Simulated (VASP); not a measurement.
# Sc (Im-3m) in VASP: notebook

Sc is run at these levels: PBEsol; tasks: single point.

All numbers are computed with VASP 6.6.1; they aren't measurements. Logs are shortened: lines on timing, memory, paths and dates and some standing lists are left out, and cuts for length are marked.

## Step 1: The cell of the first run

It takes space group Im-3m (No. 229, cubic). The conventional cell has a = 3.631 Å, b = 3.631 Å, c = 3.631 Å, α = 90.00°, β = 90.00°, γ = 90.00°. Sc (site symmetry m-3m) has 14 Sc at 3.14 to 3.63 Å within 4.1 Å.

## Step 2: Single point, PBEsol

Input file INCAR:

```
PREC = Accurate ; ENCUT = 520
EDIFF = 1E-6 ; ISMEAR = -1
SIGMA = 0.1 ; LREAL = F
LASPH = T ; NELM = 80
ALGO = Normal ; ISIF = 2
LWAVE = F ; LCHARG = T
GGA = PS ; LELF = T
LVHAR = T ; NBANDS = 12
```

Input file KPOINTS:

```
regular mesh
0
Gamma
  12 12 12
```

Input file POSCAR:

```
Sc
1.0
   -1.8156359731      1.8156359731      1.8156359731
    1.8156359731     -1.8156359731      1.8156359731
    1.8156359731      1.8156359731     -1.8156359731
Sc
1
Direct
    0.0000000000      0.0000000000      0.0000000000
```

Potentials or basis: VASP PAW PBE potentials, release 64 (Sc_sv).

Command:

```bash
$ cat potpaw_PBE.64/Sc_sv/POTCAR > POTCAR
$ mpirun -np 1 vasp_std > vasp.out
```

OUTCAR:

```text
PREC = Accurate
   ENCUT = 520
   EDIFF = 1E-6
   ISMEAR = -1
   LREAL = F
   LASPH = T
   NELM = 80
   ISIF = 2
   GGA = PS

 ion  position               nearest neighbor table
   1  0.000  0.000  0.000-

  LATTYP: Found a body centered cubic cell.
 ALAT       =     3.6312719462

  Lattice vectors:

 A1 = (  -1.8156359731,   1.8156359731,   1.8156359731)
 A2 = (   1.8156359731,  -1.8156359731,   1.8156359731)
 A3 = (   1.8156359731,   1.8156359731,  -1.8156359731)

Analysis of symmetry for initial positions (statically):
=====================================================================
 Subroutine PRICEL returns:
 Original cell was already a primitive cell.

 Routine SETGRP: Setting up the symmetry group for a
 body centered cubic supercell.

 Subroutine GETGRP returns: Found 48 space group operations
 (whereof 48 operations were pure point group operations)
 out of a pool of 48 trial point group operations.

The static configuration has the point symmetry O_h .

Analysis of symmetry for dynamics (positions and initial velocities):
=====================================================================
 Subroutine PRICEL returns:
 Original cell was already a primitive cell.

 Routine SETGRP: Setting up the symmetry group for a
 body centered cubic supercell.

 Subroutine GETGRP returns: Found 48 space group operations
 (whereof 48 operations were pure point group operations)
 out of a pool of 48 trial point group operations.

The dynamic configuration has the point symmetry O_h .

 Subroutine INISYM returns: Found 48 space group operations
 (whereof 48 operations are pure point group operations),
 and found     1 'primitive' translations

----------------------------------------------------------------------------------------

                                     Primitive cell

  volume of cell :      23.9412

  direct lattice vectors                    reciprocal lattice vectors
    -1.815635973  1.815635973  1.815635973     0.000000000  0.275385599  0.275385599
     1.815635973 -1.815635973  1.815635973     0.275385599  0.000000000  0.275385599
     1.815635973  1.815635973 -1.815635973     0.275385599  0.275385599  0.000000000

  length of vectors
     3.144773753  3.144773753  3.144773753     0.389454049  0.389454049  0.389454049

  position of ions in fractional coordinates (direct lattice)
     0.000000000  0.000000000  0.000000000

  ion indices of the primitive-cell ions
   primitive index   ion index
                 1           1

----------------------------------------------------------------------------------------

 KPOINTS: regular mesh

Automatic generation of k-mesh.
 Grid dimensions read from file:
 generate k-points for:   12   12   12

 Generating k-lattice:

  Cartesian coordinates                     Fractional coordinates (reciprocal lattice)
     0.000000000  0.022948800  0.022948800     0.083333333  0.000000000  0.000000000
     0.022948800  0.000000000  0.022948800     0.000000000  0.083333333  0.000000000
     0.022948800  0.022948800  0.000000000     0.000000000  0.000000000  0.083333333

  Length of vectors
     0.032454504  0.032454504  0.032454504

  Shift w.r.t. Gamma in fractional coordinates (k-lattice)
     0.000000000  0.000000000  0.000000000

 Subroutine IBZKPT returns following result:
 ===========================================

 Found     72 irreducible k-points:

 Following reciprocal coordinates:
            Coordinates               Weight
  0.000000  0.000000  0.000000      1.000000
  0.083333  0.000000  0.000000     12.000000
  0.166667  0.000000  0.000000     12.000000
  0.250000  0.000000  0.000000     12.000000
  0.333333  0.000000  0.000000     12.000000
  0.416667  0.000000  0.000000     12.000000
[... 16 lines left out ...]
  0.333333  0.083333  0.083333     24.000000
  0.416667  0.083333  0.083333     12.000000
 [... further k-points ...]
   k-points           NKPTS =     72   k-points in BZ     NKDIM =     72   number of bands    NBANDS=     12
   number of dos      NEDOS =    301   number of ions     NIONS =      1
   total plane-waves  NPLWV =  13824
   dimension x,y,z NGX =    24 NGY =   24 NGZ =   24
   dimension x,y,z NGXF=    48 NGYF=   48 NGZF=   48
   ions per type =               1
   NGX,Y,Z   is equivalent  to a cutoff of  12.69, 12.69, 12.69 a.u.
   NGXF,Y,Z  is equivalent  to a cutoff of  25.37, 25.37, 25.37 a.u.
 SYSTEM =  unknown system
   PREC   = accura    normal or accurate (medium, high low for compatibility)
   ISTART =      0    job   : 0-new  1-cont  2-samecut
   ICHARG =      2    charge: 1-file 2-atom 10-const
   ISPIN  =      1    spin polarized calculation?
   LNONCOLLINEAR =      F non collinear calculations
   LSORBIT =      F    spin-orbit coupling
   LASPH  =      T    aspherical Exc in radial PAW
   ENCUT  =  520.0 eV  38.22 Ry    6.18 a.u.   5.85  5.85  5.85*2*pi/ulx,y,z
   NELM   =     80;   NELMIN=  2; NELMDL= -5     # of ELM steps
   EDIFF  = 0.1E-05   stopping-criterion for ELM
   LREAL  =      F    real-space projection
   EDIFFG = 0.1E-04   stopping-criterion for IOM
   NSW    =      0    number of steps for IOM
   IBRION =     -1    ionic relax: 0-MD 1-quasi-New 2-CG
   NFREE  =      0    steps in history (QN), initial steepest desc. (CG)
   ISIF   =      2    stress and relaxation
   ISYM   =      2    0-nonsym 1-usesym 2-fastsym
   POTIM  = 0.5000    time-step for ionic-motion
   TEBEG  =    0.0;   TEEND  =   0.0 temperature during run
   PSTRESS=    0.0 pullay stress
   NELECT =      11.0000    total number of electrons
   NUPDOWN=      -1.0000    fix difference up-down
   EMIN   =  10.00;   EMAX   =-10.00  energy-range for DOS
   EFERMI =   0.00;   METHOD = LEGACY
   ISMEAR =    -1;   SIGMA  =   0.10  broadening in eV -4-tet -1-fermi 0-gaus
   EFERMI_NEDOS =   21; number of points for ismear=-14 and -15
   IALGO  =     38    algorithm
   IMIX   =      4    mixing-type and parameters
     AMIX     =   0.40;   BMIX     =  1.00
     AMIX_MAG =   1.60;   BMIX_MAG =  1.00
  volume/ion in A,a.u.               =      23.94       161.56
  Fermi-wavevector in a.u.,A,eV,Ry     =   1.263253  2.387202 21.712282  1.595808
  Thomas-Fermi vector in A             =   2.396619
   LORBIT       =      0    0 simple, 1 ext, 2 COOP (PROOUT), +10 PAW based schemes
   GGA     = PS    functional components
   LHFCALC =     F    Hartree Fock is set to
   AEXX    =    0.0000 exact exchange contribution
   IVDW    =     0    specifies the selected vdW correction
   LEPSILON=     F    determine dielectric tensor
   LRPA    =     F    only Hartree local field effects (RPA)
 non-spin polarized calculation
  energy-cutoff  :      520.00
  volume of cell :       23.94
 maximum number of plane-waves:       682
   NGX = 11   NGY = 11   NGZ = 11

 number of electron      11.0000004 magnetization

 Free energy of the ion-electron system (eV)
  ---------------------------------------------------
  ext. energy  EPLUGINS =         0.00000000
  ---------------------------------------------------
  free energy    TOTEN  =        -6.53474125 eV

  energy without entropy =       -6.45565399  energy(sigma->0) =       -6.49519762

 E-fermi :   3.8575     XC(G=0): -10.1126

 val. band max:        3.8501779631   @ k =   0.3333   0.1667   0.0833
 cond. band min:       3.8610886215   @ k =   0.2500   0.1667   0.0833
 fundamental gap:      0.0109106585
 Fermi energy:         3.8575219360

 k-point     1 :       0.0000    0.0000    0.0000
  band No.  band energies     occupation
      1     -45.4258      2.00000
      2     -23.9026      2.00000
      3     -23.9026      2.00000
      4     -23.9026      2.00000
      5      -1.4415      2.00000
      6       5.3444      0.00000
      7       5.3444      0.00000
      8       5.3444      0.00000
      9       6.8362      0.00000
     10       6.8362      0.00000
     11      18.1675      0.00000
     12      18.1675      0.00000

 k-point     2 :       0.0833    0.0000    0.0000
  band No.  band energies     occupation
      1     -45.4209      2.00000
      2     -23.9334      2.00000
      3     -23.9123      2.00000
      4     -23.9028      2.00000
      5      -1.2506      2.00000
      6       5.2484      0.00000
      7       5.3053      0.00000
      8       5.4875      0.00000
      9       6.7270      0.00000
     10       6.8416      0.00000
     11      17.8823      0.00000
     12      18.1356      0.00000

 k-point     3 :       0.1667    0.0000    0.0000
  band No.  band energies     occupation
      1     -45.4075      2.00000
      2     -24.0166      2.00000
      3     -23.9385      2.00000
      4     -23.9032      2.00000
      5      -0.7023      2.00000
      6       4.9989      0.00002
      7       5.1086      0.00001
      8       5.9006      0.00000
      9       6.5707      0.00000
     10       6.8668      0.00000
     11      16.8401      0.00000
     12      17.6924      0.00000
[... 286 lines left out ...]
 k-point    23 :       0.3333    0.0833    0.0833
  band No.  band energies     occupation
      1     -45.3553      2.00000
      2     -24.2951      2.00000
      3     -24.0490      2.00000
      4     -23.9324      2.00000
      5       2.1154      2.00000
      6       4.0485      0.25808
      7       4.0742      0.20557
      8       6.8759      0.00000
      9       7.1313      0.00000
     10       8.4063      0.00000
     11      11.6270      0.00000
     12      14.4625      0.00000

 k-point    24 :       0.4167    0.0833    0.0833
  band No.  band energies     occupation
      1     -45.3509      2.00000
      2     -24.3143      2.00000
      3     -24.0633      2.00000
      4     -23.9331      2.00000
      5       2.3603      2.00000
      6       3.9883      0.42578
      7       4.1576      0.09477
      8       6.8972      0.00000
      9       7.1666      0.00000
     10       8.7050      0.00000
     11      10.9621      0.00000
     12      14.2494      0.00000

 [... further k-points ...]
[... 5 lines left out ...]
  --------------------------------------------------------------------------------------
  -------------------------------------------------------------------------------------
  Total        0.0008358      0.0008358      0.0008358      0.0000000      0.0000000      0.0000000
  in kB        0.0559359      0.0559359      0.0559359      0.0000000      0.0000000      0.0000000
  external PRESSURE =       0.0559359 kB  Pullay stress =       0.0000000 kB

 VOLUME and BASIS-vectors are now :
 -----------------------------------------------------------------------------
  energy-cutoff  :      520.00
  volume of cell :       23.94
      direct lattice vectors                 reciprocal lattice vectors
    -1.815635973  1.815635973  1.815635973     0.000000000  0.275385599  0.275385599
     1.815635973 -1.815635973  1.815635973     0.275385599  0.000000000  0.275385599
     1.815635973  1.815635973 -1.815635973     0.275385599  0.275385599  0.000000000

 POSITION                                       TOTAL-FORCE (eV/Angst)
 -----------------------------------------------------------------------------------
      0.00000      0.00000      0.00000         0.000000     -0.000000      0.000000
 -----------------------------------------------------------------------------------
    total drift:                                0.000000      0.000000      0.000000

  FREE ENERGIE OF THE ION-ELECTRON SYSTEM (eV)
  ---------------------------------------------------
  free  energy   TOTEN  =        -6.5347412516 eV

  energy  without entropy=       -6.4556539896  energy(sigma->0) =       -6.49519762
```

Run time: 11 s. Hardware: 1 thread of Intel Xeon Platinum 8259CL at 2.50GHz (Skylake/Cascade Lake), shared host; peak memory 0.15 GiB.

What came out:

```yaml
Free_energy: -6.5347 eV
Pressure: 0.0 GPa
```

Caveat: the PAW data sets were made with another functional, which shifts forces and pressure a little.

## Step 3: Single point, PBEsol (volume scaled by 0.88)

Input file INCAR:

```
PREC = Accurate
ENCUT = 520
EDIFF = 1E-6
ISMEAR = -1
SIGMA = 0.1
LREAL = False
LASPH = True
NELM = 100
ALGO = Normal
ISIF = 2
LWAVE = False
LCHARG = False
GGA = PS
NBANDS = 12
```

Input file KPOINTS:

```
regular mesh
0
Gamma
  14 14 14
```

Input file POSCAR:

```
Sc
1.0
   -1.7398948510      1.7398948510      1.7398948510
    1.7398948510     -1.7398948510      1.7398948510
    1.7398948510      1.7398948510     -1.7398948510
Sc
1
Direct
    0.0000000000      0.0000000000      0.0000000000
```

Potentials or basis: VASP PAW PBE potentials, release 64 (Sc_sv).

Command:

```bash
$ cat potpaw_PBE.64/Sc_sv/POTCAR > POTCAR
$ mpirun -np 1 vasp_std > vasp.out
```

OUTCAR:

```text
PREC = Accurate
   ENCUT = 520
   EDIFF = 1E-6
   ISMEAR = -1
   LREAL = False
   LASPH = True
   NELM = 100
   ISIF = 2
   GGA = PS

 ion  position               nearest neighbor table
   1  0.000  0.000  0.000-

  LATTYP: Found a body centered cubic cell.
 ALAT       =     3.4797897020

  Lattice vectors:

 A1 = (  -1.7398948510,   1.7398948510,   1.7398948510)
 A2 = (   1.7398948510,  -1.7398948510,   1.7398948510)
 A3 = (   1.7398948510,   1.7398948510,  -1.7398948510)

Analysis of symmetry for initial positions (statically):
=====================================================================
 Subroutine PRICEL returns:
 Original cell was already a primitive cell.

 Routine SETGRP: Setting up the symmetry group for a
 body centered cubic supercell.

 Subroutine GETGRP returns: Found 48 space group operations
 (whereof 48 operations were pure point group operations)
 out of a pool of 48 trial point group operations.

The static configuration has the point symmetry O_h .

[... 154 lines left out ...]

  energy without entropy =       -6.39086128  energy(sigma->0) =       -6.42670796

 E-fermi :   4.6699     XC(G=0): -10.6527

 val. band max:        4.6693113903   @ k =   0.3571   0.2143  -0.0000
 cond. band min:       4.6833120117   @ k =   0.3571   0.1429   0.0714
 fundamental gap:      0.0140006214
 Fermi energy:         4.6698730948

 k-point     1 :       0.0000    0.0000    0.0000
  band No.  band energies     occupation
      1     -44.2956      2.00000
      2     -22.6678      2.00000
      3     -22.6678      2.00000
      4     -22.6678      2.00000
      5      -0.8556      2.00000
      6       6.3195      0.00000
      7       6.3195      0.00000
      8       6.3195      0.00000
      9       8.0556      0.00000
     10       8.0556      0.00000
     11      19.8323      0.00000
     12      19.8323      0.00000
[... 331 lines left out ...]
 k-point    24 :       0.3571    0.2857    0.0000
  band No.  band energies     occupation
      1     -44.1551      2.00000
      2     -23.1800      2.00000
      3     -23.0751      2.00000
      4     -22.7496      2.00000
      5       3.9800      1.99798
      6       4.5462      1.54989
      7       4.5627      1.48996
      8       8.1751      0.00000
      9       8.4164      0.00000
     10      11.8070      0.00000
     11      12.7679      0.00000
     12      13.3778      0.00000

 [... further k-points ...]
[... 5 lines left out ...]
  --------------------------------------------------------------------------------------
  -------------------------------------------------------------------------------------
  Total        1.1288227      1.1288227      1.1288227      0.0000000     -0.0000000      0.0000000
  in kB       85.8434778     85.8434778     85.8434778      0.0000000     -0.0000000      0.0000000
  external PRESSURE =      85.8434778 kB  Pullay stress =       0.0000000 kB

 VOLUME and BASIS-vectors are now :
 -----------------------------------------------------------------------------
  energy-cutoff  :      520.00
  volume of cell :       21.07
      direct lattice vectors                 reciprocal lattice vectors
    -1.739894851  1.739894851  1.739894851     0.000000000  0.287373688  0.287373688
     1.739894851 -1.739894851  1.739894851     0.287373688  0.000000000  0.287373688
     1.739894851  1.739894851 -1.739894851     0.287373688  0.287373688  0.000000000

 POSITION                                       TOTAL-FORCE (eV/Angst)
 -----------------------------------------------------------------------------------
      0.00000      0.00000      0.00000         0.000000     -0.000000      0.000000
 -----------------------------------------------------------------------------------
    total drift:                                0.000000      0.000000     -0.000000

  FREE ENERGIE OF THE ION-ELECTRON SYSTEM (eV)
  ---------------------------------------------------
  free  energy   TOTEN  =        -6.4625546424 eV

  energy  without entropy=       -6.3908612761  energy(sigma->0) =       -6.42670796
```

stdout:

```text
POSCAR found type information on POSCAR Sc
 POSCAR found :  1 types and       1 ions
 scaLAPACK will be used
 -----------------------------------------------------------------------------
|                                                                             |
|                                                                             |
|     You enforced a specific xc type in the INCAR file but a different       |
|     I HOPE YOU KNOW WHAT YOU ARE DOING!                                     |
|                                                                             |
 -----------------------------------------------------------------------------

 LDA part: xc-table for (Slater+PW92), standard interpolation
 POSCAR, INCAR and KPOINTS ok, starting setup
 FFT: planning ... GRIDC
 FFT: planning ... GRID_SOFT
 FFT: planning ... GRID
 WAVECAR not read
 entering main loop
```

Wall time 15 s (1 thread of Intel Xeon Platinum 8259CL at 2.50GHz (Skylake/Cascade Lake), shared host); peak memory 0.15 GiB.

What came out:

- Free energy: -6.4626 eV
- Pressure: 8.6 GPa

Levels at points of the mesh, in eV from the Fermi level:
| k point | band 2 | band 3 | band 4 | band 5 | band 6 | band 7 | band 8 | band 9 |
| --- | --- | --- | --- | --- | --- | --- | --- | --- |
| (0.00, 0.00, 0.00) | -27.34 | -27.34 | -27.34 | -5.53 | 1.65 | 1.65 | 1.65 | 3.39 |
| (0.50, 0.00, 0.00) | -28.01 | -27.55 | -27.34 | -2.05 | 0.21 | 0.86 | 3.38 | 3.79 |
| (0.50, 0.50, 0.50) | -27.80 | -27.80 | -27.80 | -1.60 | -1.60 | 4.65 | 4.65 | 4.65 |

Caveat: the PAW data sets were made with another functional, which shifts forces and pressure a little.
